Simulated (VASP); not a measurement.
# ZrB2 (P6/mmm) in VASP: further runs, part 2 of 3

VASP 6.6.1.

## Step 3: Single point, PBE

This run uses another cell than the first one, of 9.84 Å³/atom, 1.043 times its volume.

INCAR reads:

```
PREC = Accurate
ENCUT = 520
EDIFF = 1E-6
ISMEAR = 0
SIGMA = 0.1
LREAL = F
LASPH = T
NELM = 60
ALGO = Normal
ISIF = 2
LWAVE = F
LCHARG = T
GGA = PE
LELF = T
LVHAR = T
NBANDS = 16
```

KPOINTS reads:

```
regular mesh
0
Gamma
  10 10 8
```

POSCAR reads:

```
ZrB2
1.0
    3.1271569103      0.0000000000      0.0000000000
   -1.5635784551      2.7081977895      0.0000000000
    0.0000000000      0.0000000000      3.4852509034
Zr B
1 2
Direct
    0.0000000000      0.0000000000      0.0000000000
    0.3333333333      0.6666666667      0.5000000000
    0.6666666667      0.3333333333      0.5000000000
```

Potentials or basis: VASP PAW PBE potentials, release 64 (Zr_sv, B).

On the command line:

```sh
$ cat potpaw_PBE.64/Zr_sv/POTCAR potpaw_PBE.64/B/POTCAR > POTCAR
$ mpirun -np 1 vasp_std > vasp.out
```

OUTCAR:

```text
PREC = Accurate
   ENCUT = 520
   EDIFF = 1E-6
   ISMEAR = 0
   LREAL = F
   LASPH = T
   NELM = 60
   ISIF = 2
   GGA = PE

 ion  position               nearest neighbor table
   1  0.000  0.000  0.000-   2 2.51   3 2.51   2 2.51   3 2.51   3 2.51   3 2.51   2 2.51   2 2.51
                             3 2.51   3 2.51   2 2.51   2 2.51
   2  0.333  0.667  0.500-   3 1.81   3 1.81   3 1.81   1 2.51   1 2.51   1 2.51   1 2.51   1 2.51
                             1 2.51
   3  0.667  0.333  0.500-   2 1.81   2 1.81   2 1.81   1 2.51   1 2.51   1 2.51   1 2.51   1 2.51
                             1 2.51

  LATTYP: Found a hexagonal cell.
 ALAT       =     3.1271569103
 C/A-ratio  =     1.1145110410

  Lattice vectors:

 A1 = (   3.1271569103,   0.0000000000,   0.0000000000)
 A2 = (  -1.5635784551,   2.7081977895,   0.0000000000)
 A3 = (   0.0000000000,   0.0000000000,   3.4852509034)

Analysis of symmetry for initial positions (statically):
=====================================================================
 Subroutine PRICEL returns:
 Original cell was already a primitive cell.

 Routine SETGRP: Setting up the symmetry group for a
 hexagonal supercell.

 Subroutine GETGRP returns: Found 24 space group operations
 (whereof 24 operations were pure point group operations)
 out of a pool of 24 trial point group operations.

The static configuration has the point symmetry D_6h.

Analysis of symmetry for dynamics (positions and initial velocities):
=====================================================================
 Subroutine PRICEL returns:
 Original cell was already a primitive cell.

 Routine SETGRP: Setting up the symmetry group for a
 hexagonal supercell.

 Subroutine GETGRP returns: Found 24 space group operations
 (whereof 24 operations were pure point group operations)
 out of a pool of 24 trial point group operations.

The dynamic configuration has the point symmetry D_6h.

 Subroutine INISYM returns: Found 24 space group operations
 (whereof 24 operations are pure point group operations),
 and found     1 'primitive' translations

----------------------------------------------------------------------------------------

                                     Primitive cell

  volume of cell :      29.5164

  direct lattice vectors                    reciprocal lattice vectors
     3.127156910  0.000000000  0.000000000     0.319779285  0.184624625  0.000000000
    -1.563578455  2.708197789  0.000000000     0.000000000  0.369249249  0.000000000
     0.000000000  0.000000000  3.485250903     0.000000000  0.000000000  0.286923389

  length of vectors
     3.127156910  3.127157312  3.485250903     0.369249296  0.369249249  0.286923389

  position of ions in fractional coordinates (direct lattice)
     0.000000000  0.000000000  0.000000000
     0.333333333  0.666666667  0.500000000
     0.666666667  0.333333333  0.500000000

  ion indices of the primitive-cell ions
   primitive index   ion index
                 1           1
                 2           2
                 3           3

----------------------------------------------------------------------------------------

 KPOINTS: regular mesh

[... 22 lines left out ...]
 Following reciprocal coordinates:
            Coordinates               Weight
  0.000000  0.000000  0.000000      1.000000
  0.100000  0.000000  0.000000      6.000000
  0.200000  0.000000  0.000000      6.000000
  0.300000 -0.000000  0.000000      6.000000
  0.400000 -0.000000  0.000000      6.000000
  0.500000 -0.000000  0.000000      3.000000
[... 16 lines left out ...]
  0.300000  0.100000  0.125000     24.000000
  0.400000  0.100000  0.125000     24.000000
 [... further k-points ...]
   k-points           NKPTS =     70   k-points in BZ     NKDIM =     70   number of bands    NBANDS=     16
   number of dos      NEDOS =    301   number of ions     NIONS =      3
   total plane-waves  NPLWV =  16128
   dimension x,y,z NGX =    24 NGY =   24 NGZ =   28
   dimension x,y,z NGXF=    48 NGYF=   48 NGZF=   56
   ions per type =               1   2
   NGX,Y,Z   is equivalent  to a cutoff of  12.76, 12.76, 13.36 a.u.
   NGXF,Y,Z  is equivalent  to a cutoff of  25.52, 25.52, 26.71 a.u.
 SYSTEM =  unknown system
   PREC   = accura    normal or accurate (medium, high low for compatibility)
   ISTART =      0    job   : 0-new  1-cont  2-samecut
   ICHARG =      2    charge: 1-file 2-atom 10-const
   ISPIN  =      1    spin polarized calculation?
   LNONCOLLINEAR =      F non collinear calculations
   LSORBIT =      F    spin-orbit coupling
   LASPH  =      T    aspherical Exc in radial PAW
   ENCUT  =  520.0 eV  38.22 Ry    6.18 a.u.   5.81  5.81  6.48*2*pi/ulx,y,z
   NELM   =     60;   NELMIN=  2; NELMDL= -5     # of ELM steps
   EDIFF  = 0.1E-05   stopping-criterion for ELM
   LREAL  =      F    real-space projection
   EDIFFG = 0.1E-04   stopping-criterion for IOM
   NSW    =      0    number of steps for IOM
   IBRION =     -1    ionic relax: 0-MD 1-quasi-New 2-CG
   NFREE  =      0    steps in history (QN), initial steepest desc. (CG)
   ISIF   =      2    stress and relaxation
   ISYM   =      2    0-nonsym 1-usesym 2-fastsym
   POTIM  = 0.5000    time-step for ionic-motion
   TEBEG  =    0.0;   TEEND  =   0.0 temperature during run
   PSTRESS=    0.0 pullay stress
   NELECT =      18.0000    total number of electrons
   NUPDOWN=      -1.0000    fix difference up-down
   EMIN   =  10.00;   EMAX   =-10.00  energy-range for DOS
   EFERMI =   0.00;   METHOD = LEGACY
   ISMEAR =     0;   SIGMA  =   0.10  broadening in eV -4-tet -1-fermi 0-gaus
   EFERMI_NEDOS =   21; number of points for ismear=-14 and -15
   IALGO  =     38    algorithm
   IMIX   =      4    mixing-type and parameters
     AMIX     =   0.40;   BMIX     =  1.00
     AMIX_MAG =   1.60;   BMIX_MAG =  1.00
  volume/ion in A,a.u.               =       9.84        66.40
  Fermi-wavevector in a.u.,A,eV,Ry     =   1.388282  2.623472 26.222867  1.927326
  Thomas-Fermi vector in A             =   2.512423
   LORBIT       =      0    0 simple, 1 ext, 2 COOP (PROOUT), +10 PAW based schemes
   GGA     = PE    functional components
   LHFCALC =     F    Hartree Fock is set to
   AEXX    =    0.0000 exact exchange contribution
   IVDW    =     0    specifies the selected vdW correction
   LEPSILON=     F    determine dielectric tensor
   LRPA    =     F    only Hartree local field effects (RPA)
 non-spin polarized calculation
 Gauss-broadening in eV      SIGMA  =   0.10
  energy-cutoff  :      520.00
  volume of cell :       29.52
 maximum number of plane-waves:       816
 NGX is ok and might be reduce to    24
   NGX = 11   NGY = 11   NGZ = 13

 number of electron      18.0000000 magnetization

 Free energy of the ion-electron system (eV)
  ---------------------------------------------------
  ext. energy  EPLUGINS =         0.00000000
  ---------------------------------------------------
  free energy    TOTEN  =       -24.92738335 eV

  energy without entropy =      -24.92574879  energy(sigma->0) =      -24.92656607

 E-fermi :  10.8820     XC(G=0): -12.6363

 val. band max:       10.8541428615   @ k =   0.2000   0.2000   0.1250
 cond. band min:      11.0525984597   @ k =   0.1000   0.0000   0.5000
 fundamental gap:      0.1984555982
 Fermi energy:        10.8820297010

 k-point     1 :       0.0000    0.0000    0.0000
  band No.  band energies     occupation
      1     -37.5191      2.00000
      2     -15.7256      2.00000
      3     -15.1152      2.00000
      4     -15.1152      2.00000
      5      -1.9325      2.00000
      6       8.2717      2.00000
[... 433 lines left out ...]
      3     -15.5740      2.00000
      4     -15.4140      2.00000
      5       1.6144      2.00000
      6       2.8729      2.00000
[... 8 lines left out ...]
     15      19.7284      0.00000
     16      21.5262      0.00000

 [... further k-points ...]

------------------------ aborting loop because EDIFF is reached ----------------------------------------

  FORCE on cell =-STRESS in cart. coord.  units (eV):
  Direction    XX          YY          ZZ          XY          YZ          ZX
  --------------------------------------------------------------------------------------
  -------------------------------------------------------------------------------------
  Total        2.1225299      2.1225306      2.2014314      0.0000000      0.0000000     -0.0000000
  in kB      115.2126840    115.2127234    119.4955232      0.0000000      0.0000000     -0.0000000
  external PRESSURE =     116.6403102 kB  Pullay stress =       0.0000000 kB

 VOLUME and BASIS-vectors are now :
 -----------------------------------------------------------------------------
  energy-cutoff  :      520.00
  volume of cell :       29.52
      direct lattice vectors                 reciprocal lattice vectors
     3.127156910  0.000000000  0.000000000     0.319779285  0.184624625  0.000000000
    -1.563578455  2.708197789  0.000000000     0.000000000  0.369249249  0.000000000
     0.000000000  0.000000000  3.485250903     0.000000000  0.000000000  0.286923389

 POSITION                                       TOTAL-FORCE (eV/Angst)
 -----------------------------------------------------------------------------------
      0.00000      0.00000      0.00000         0.000000     -0.000000      0.000000
     -0.00000      1.80547      1.74263         0.000000      0.000000      0.000000
      1.56358      0.90273      1.74263        -0.000000      0.000000      0.000000
 -----------------------------------------------------------------------------------
    total drift:                               -0.000000      0.000000     -0.000000

  FREE ENERGIE OF THE ION-ELECTRON SYSTEM (eV)
  ---------------------------------------------------
  free  energy   TOTEN  =       -24.9273833543 eV

  energy  without entropy=      -24.9257487924  energy(sigma->0) =      -24.92656607
```

It took 14 s on 1 thread of Intel Xeon 6975P-C, shared host; peak memory 0.17 GiB.

Results:

```yaml
Free_energy: -24.9274 eV
Pressure: 11.7 GPa
Band_gap_on_the_k_mesh: zero (band 9 reaches 11.59 eV, above the bottom of band 10 at 10.73 eV)
```

Levels at points of the mesh, in eV from the Fermi level:
```csv
k point,band 5,band 6,band 7,band 8,band 9,band 10,band 11,band 12,band 13,band 14
"(0.00, 0.00, 0.00)",-12.81,-2.61,-2.61,-2.58,-2.22,3.69,3.69,4.48,4.48,5.23
"(0.50, 0.00, 0.00)",-9.04,-8.42,-3.94,-3.00,-2.70,2.41,2.52,5.29,5.39,6.89
"(0.00, 0.00, 0.50)",-10.62,-6.97,-0.88,-0.88,0.45,0.45,0.91,0.91,2.03,5.25
"(0.50, 0.00, 0.50)",-10.02,-6.93,-4.65,-4.17,-1.81,4.06,4.40,5.69,6.72,6.92
```

## Step 4: Single point, PBE

This run uses another cell than the first one, of 10.25 Å³/atom, 1.087 times its volume.

INCAR reads:

```
PREC = Accurate ; ENCUT = 520
EDIFF = 1E-6 ; ISMEAR = 0
SIGMA = 0.1 ; LREAL = F
LASPH = T ; NELM = 100
ALGO = Normal ; ISIF = 2
LWAVE = F ; LCHARG = F
GGA = PE ; NBANDS = 16
```

KPOINTS is that of step 3.

POSCAR reads:

```
ZrB2
1.0
    3.1700000000      0.0000000000      0.0000000000
   -1.5850000000      2.7453010000      0.0000000000
    0.0000000000      0.0000000000      3.5330000000
Zr B
1 2
Direct
    0.0000000000      0.0000000000      0.0000000000
    0.3333333333      0.6666666667      0.5000000000
    0.6666666667      0.3333333333      0.5000000000
```

Potentials or basis: VASP PAW PBE potentials, release 64 (Zr_sv, B).

On the command line:

```sh
$ cat potpaw_PBE.64/Zr_sv/POTCAR potpaw_PBE.64/B/POTCAR > POTCAR
$ mpirun -np 1 vasp_std > vasp.out
```

OUTCAR:

```text
PREC = Accurate
   ENCUT = 520
   EDIFF = 1E-6
   ISMEAR = 0
   LREAL = F
   LASPH = T
   NELM = 100
   ISIF = 2
   GGA = PE

 ion  position               nearest neighbor table
   1  0.000  0.000  0.000-   2 2.54   3 2.54   2 2.54   3 2.54   3 2.54   3 2.54   2 2.54   2 2.54
                             3 2.54   3 2.54   2 2.54   2 2.54
   2  0.333  0.667  0.500-   3 1.83   3 1.83   3 1.83   1 2.54   1 2.54   1 2.54   1 2.54   1 2.54
                             1 2.54
   3  0.667  0.333  0.500-   2 1.83   2 1.83   2 1.83   1 2.54   1 2.54   1 2.54   1 2.54   1 2.54
                             1 2.54

  LATTYP: Found a hexagonal cell.
 ALAT       =     3.1700000000
 C/A-ratio  =     1.1145110410

  Lattice vectors:

 A1 = (   3.1700000000,   0.0000000000,   0.0000000000)
 A2 = (  -1.5850000000,   2.7453010000,   0.0000000000)
 A3 = (   0.0000000000,   0.0000000000,   3.5330000000)

Analysis of symmetry for initial positions (statically):
=====================================================================
 Subroutine PRICEL returns:
 Original cell was already a primitive cell.

 Routine SETGRP: Setting up the symmetry group for a
 hexagonal supercell.

 Subroutine GETGRP returns: Found 24 space group operations
 (whereof 24 operations were pure point group operations)
 out of a pool of 24 trial point group operations.

The static configuration has the point symmetry D_6h.

Analysis of symmetry for dynamics (positions and initial velocities):
=====================================================================
 Subroutine PRICEL returns:
 Original cell was already a primitive cell.

 Routine SETGRP: Setting up the symmetry group for a
 hexagonal supercell.

 Subroutine GETGRP returns: Found 24 space group operations
 (whereof 24 operations were pure point group operations)
 out of a pool of 24 trial point group operations.

The dynamic configuration has the point symmetry D_6h.

 Subroutine INISYM returns: Found 24 space group operations
[... 120 lines left out ...]
  volume/ion in A,a.u.               =      10.25        69.16
  Fermi-wavevector in a.u.,A,eV,Ry     =   1.369519  2.588016 25.518844  1.875582
  Thomas-Fermi vector in A             =   2.495387
   LORBIT       =      0    0 simple, 1 ext, 2 COOP (PROOUT), +10 PAW based schemes
   GGA     = PE    functional components
   LHFCALC =     F    Hartree Fock is set to
   AEXX    =    0.0000 exact exchange contribution
   IVDW    =     0    specifies the selected vdW correction
   LEPSILON=     F    determine dielectric tensor
   LRPA    =     F    only Hartree local field effects (RPA)
 non-spin polarized calculation
 Gauss-broadening in eV      SIGMA  =   0.10
  energy-cutoff  :      520.00
  volume of cell :       30.75
 maximum number of plane-waves:       844
 NGX is ok and might be reduce to    24
   NGX = 11   NGY = 11   NGZ = 13

 number of electron      18.0000000 magnetization

 Free energy of the ion-electron system (eV)
  ---------------------------------------------------
  ext. energy  EPLUGINS =         0.00000000
  ---------------------------------------------------
  free energy    TOTEN  =       -24.97525742 eV

  energy without entropy =      -24.97356820  energy(sigma->0) =      -24.97441281

 E-fermi :  10.4333     XC(G=0): -12.4435

 val. band max:       10.4030911692   @ k =   0.2000   0.2000   0.1250
 cond. band min:      10.5984275519   @ k =   0.1000  -0.0000   0.5000
 fundamental gap:      0.1953363827
 Fermi energy:        10.4333376754

 k-point     1 :       0.0000    0.0000    0.0000
  band No.  band energies     occupation
      1     -38.1095      2.00000
      2     -16.2910      2.00000
      3     -15.7454      2.00000
      4     -15.7454      2.00000
      5      -2.2016      2.00000
      6       7.8957      2.00000
[... 433 lines left out ...]
      3     -16.1609      2.00000
      4     -16.0065      2.00000
      5       1.2636      2.00000
      6       2.5209      2.00000
[... 8 lines left out ...]
     15      18.8021      0.00000
     16      20.6111      0.00000

 [... further k-points ...]

------------------------ aborting loop because EDIFF is reached ----------------------------------------

  FORCE on cell =-STRESS in cart. coord.  units (eV):
  Direction    XX          YY          ZZ          XY          YZ          ZX
  --------------------------------------------------------------------------------------
  -------------------------------------------------------------------------------------
  Total        0.1014200      0.1014200      0.3343786      0.0000000     -0.0000000     -0.0000000
  in kB        5.2849559      5.2849577     17.4243332      0.0000000     -0.0000000     -0.0000000
  external PRESSURE =       9.3314156 kB  Pullay stress =       0.0000000 kB

 VOLUME and BASIS-vectors are now :
 -----------------------------------------------------------------------------
  energy-cutoff  :      520.00
  volume of cell :       30.75
      direct lattice vectors                 reciprocal lattice vectors
     3.170000000  0.000000000  0.000000000     0.315457413  0.182129391  0.000000000
    -1.585000000  2.745301000  0.000000000     0.000000000  0.364258783  0.000000000
     0.000000000  0.000000000  3.533000000     0.000000000  0.000000000  0.283045570

 POSITION                                       TOTAL-FORCE (eV/Angst)
 -----------------------------------------------------------------------------------
      0.00000      0.00000      0.00000        -0.000000      0.000000      0.000000
     -0.00000      1.83020      1.76650        -0.000000      0.000000      0.000000
      1.58500      0.91510      1.76650         0.000000      0.000000      0.000000
 -----------------------------------------------------------------------------------
    total drift:                               -0.000000      0.000000      0.000000

  FREE ENERGIE OF THE ION-ELECTRON SYSTEM (eV)
  ---------------------------------------------------
  free  energy   TOTEN  =       -24.9752574184 eV

  energy  without entropy=      -24.9735681992  energy(sigma->0) =      -24.97441281
```

OSZICAR:

```text
N       E                     dE             d eps       ncg     rms          rms(c)
DAV:   1     0.102391671022E+03    0.10239E+03   -0.97368E+03  2248   0.112E+03
DAV:   2    -0.236609824698E+02   -0.12605E+03   -0.12110E+03  2888   0.290E+02
DAV:   3    -0.275893980742E+02   -0.39284E+01   -0.39098E+01  3504   0.443E+01
DAV:   4    -0.276512846247E+02   -0.61887E-01   -0.61878E-01  2632   0.494E+00
DAV:   5    -0.276526066344E+02   -0.13220E-02   -0.13220E-02  3424   0.514E-01    0.215E+01
DAV:   6    -0.250197009633E+02    0.26329E+01   -0.58562E+00  2896   0.161E+01    0.865E+00
DAV:   7    -0.249762191730E+02    0.43482E-01   -0.62175E-01  3072   0.493E+00    0.317E+00
DAV:   8    -0.249797263300E+02   -0.35072E-02   -0.98169E-02  2664   0.251E+00    0.401E-01
DAV:   9    -0.249755367545E+02    0.41896E-02   -0.20370E-02  2728   0.105E+00    0.211E-01
DAV:  10    -0.249752499021E+02    0.28685E-03   -0.16012E-03  2600   0.366E-01    0.363E-02
DAV:  11    -0.249752596408E+02   -0.97387E-05   -0.58724E-05  2976   0.732E-02    0.114E-02
DAV:  12    -0.249752573717E+02    0.22691E-05   -0.27913E-06  2536   0.138E-02    0.574E-03
DAV:  13    -0.249752574184E+02   -0.46723E-07   -0.26425E-07  1400   0.493E-03
   1 F= -.24975257E+02 E0= -.24974413E+02  d E =-.168922E-02
```

Wall time 14 s (1 thread of Intel Xeon 6975P-C, shared host); peak memory 0.16 GiB.

What came out:

```
Free energy            : -24.9753 eV
Pressure               : 0.9 GPa
Band gap on the k mesh : zero (band 9 reaches 11.10 eV, above the bottom of band 10 at 10.29 eV)
```

Stress tensor (GPa, compression positive):
```
0.53 0.00 0.00
0.00 0.53 0.00
0.00 0.00 1.74
```

(Part 2 of 3 ends here.)
